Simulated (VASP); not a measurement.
Zr3S2:

```
CELL_PARAMETERS angstrom
3.35210 -4.54682 0.00000
3.35210 4.54682 0.00000
0.00000 0.00000 6.85462
ATOMIC_POSITIONS crystal
Zr 0.38730 0.06630 0.00000
Zr 0.61270 0.93370 0.50000
Zr 0.93370 0.61270 0.00000
Zr 0.06630 0.38730 0.50000
Zr 0.20590 0.79410 0.15770
Zr 0.79410 0.20590 0.65770
S 0.42680 0.57320 0.83710
S 0.57320 0.42680 0.33710
S 0.89430 0.10570 0.11450
S 0.10570 0.89430 0.61450
```

* Program: VASP 6.6.1
* Task: relaxation of cell and atoms
* Functional: PBE
* Potentials or basis: VASP PAW PBE potentials, release 64 (Zr_sv, S)
* Cutoff: 600 eV
* k mesh: 4 × 4 × 4
* Occupations: gaussian, width 0.1 eV
* Spin: no spin polarisation

At the start: pressure 28.9 GPa; volume 20.89 Å³/atom.

Task: Where does the relaxation end?

Result: Over 49 steps the energy falls by 2124.1 meV/atom and the volume is 20.45 Å³/atom (-2.1 %); space group Cmc2_1 (No. 36, to 0.1 Å) before, Cmce (No. 64, to 0.1 Å).

The path:
| step | energy change (eV) | largest force (eV/Å) | pressure (GPa) | volume (Å³) |
| --- | --- | --- | --- | --- |
| 1 | 0.0000 | 21.3948 | 28.91 | 208.95 |
| 3 | -6.2565 | 4.0241 | -5.04 | 315.34 |
| 5 | -13.5182 | 0.7336 | -11.20 | 253.73 |
| 7 | -13.8774 | 0.6600 | -10.00 | 242.59 |
| 9 | -16.5035 | 1.4010 | 2.86 | 197.82 |
| 11 | -17.8466 | 3.7971 | 12.75 | 181.38 |
| 13 | -19.1904 | 1.4652 | -2.35 | 203.36 |
| 15 | -19.8653 | 1.1199 | -2.35 | 204.83 |
| 17 | -20.4715 | 0.7003 | 1.07 | 200.09 |
| 19 | -20.9933 | 0.6871 | 0.34 | 202.82 |
| 21 | -21.0547 | 0.4096 | -0.68 | 205.00 |
| 23 | -21.1301 | 0.2179 | -0.40 | 204.86 |
| 25 | -21.1461 | 0.1665 | -0.15 | 204.24 |
| 27 | -21.1620 | 0.1549 | 0.15 | 203.41 |
| 29 | -21.1863 | 0.1943 | 0.21 | 203.04 |
| 31 | -21.2028 | 0.1595 | 1.08 | 201.59 |
| 33 | -21.2140 | 0.2287 | -0.22 | 204.21 |
| 35 | -21.2235 | 0.1817 | 0.13 | 203.52 |
| 37 | -21.2259 | 0.0904 | -1.13 | 206.40 |
| 39 | -21.2328 | 0.0858 | -0.39 | 204.83 |
| 41 | -21.2362 | 0.0709 | 0.07 | 204.21 |
| 43 | -21.2376 | 0.0917 | -0.15 | 204.88 |
| 45 | -21.2390 | 0.0433 | 0.01 | 204.48 |
| 47 | -21.2402 | 0.0586 | -0.01 | 204.43 |
| 49 | -21.2413 | 0.0377 | -0.14 | 204.55 |

Final structure:
```
Zr S
1.0
     4.33564   -3.11832    0.00000
     4.33564    3.11832    0.00000
     0.00000    0.00000    7.56458
Zr S
6 4
Direct
  0.37490 0.12810 0.97391
  0.62510 0.87190 0.47391
  0.87190 0.62510 0.97391
  0.12810 0.37490 0.47391
  0.25030 0.74970 0.22125
  0.74970 0.25030 0.72125
  0.38692 0.61308 0.89932
  0.61308 0.38692 0.39932
  0.88943 0.11057 0.04091
  0.11057 0.88943 0.54091
```
